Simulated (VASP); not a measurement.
Write the native input for VASP 6.6.1 that does the following.

* Task: single point
* Functional: PBE
* Potentials or basis: VASP PAW PBE potentials, release 64 (V_sv, O, Sr_sv)
* Cutoff: 520 eV
* k mesh: 5 × 5 × 5
* Occupations: fermi-dirac, width 0.0153 eV
* Spin: collinear spin, ferromagnetic start
* Starting moments: [0.9, 0.0, 0.0, 0.0, 0.0] μB
* Hubbard terms: V d U = 6.0 eV
* Dipole correction: no
* Further INCAR settings: ALGO = Normal; EDIFF = 1e-06; NBANDS = 32

The structure of SrVO3 lies in POSCAR:

```
SrVO3
1.0
    3.9154115200      0.0000000000      0.0000000000
    0.0000000000      3.9154115200      0.0000000000
    0.0000000000      0.0000000000      3.9154115200
V O Sr
1 3 1
Direct
    0.0000000000      0.0000000000      0.0000000000
    0.5000000000      0.0000000000      0.0000000000
    0.0000000000      0.5000000000      0.0000000000
    0.0000000000      0.0000000000      0.5000000000
    0.5000000000      0.5000000000      0.5000000000
```

One way to write it, as run:

INCAR

```
PREC = Accurate
ENCUT = 520
EDIFF = 1E-6
ISMEAR = -1
SIGMA = 0.0153
LREAL = False
LASPH = True
NELM = 150
ALGO = Normal
ISIF = 2
LWAVE = False
LCHARG = False
ISPIN = 2
MAGMOM = 0.9 0 0 0 0
LORBIT = 11
LMAXMIX = 4
LDAU = True
LDAUTYPE = 2
LDAUL = 2 -1 -1
LDAUU = 6 0 0
LDAUJ = 0 0 0
LDAUPRINT = 1
GGA = PE
NBANDS = 32
```

KPOINTS

```
Automatic mesh
0
Gamma
  5 5 5
```

Potentials or basis: VASP PAW PBE potentials, release 64 (V_sv, O, Sr_sv).

Launch:

```sh
$ cat potpaw_PBE.64/V_sv/POTCAR potpaw_PBE.64/O/POTCAR potpaw_PBE.64/Sr_sv/POTCAR > POTCAR
$ mpirun -np 1 vasp_std > vasp.out
```

It gave:

```json
{
  "Pressure": "0.7 GPa",
  "Band gap on the k mesh": "zero (filled and empty bands overlap)",
  "Net moment": "1.00 μB per cell",
  "Site moments": "V +1.29; O -0.10; Sr -0.00 μB",
  "Valence electrons inside the program's atomic spheres": "V 11.32; O 5.04; Sr 7.99"
}
```

It took 33 s on 1 thread of Intel(R) Xeon(R) Platinum 8488C (Sapphire Rapids) (shared host), peak memory 0.2 GiB.
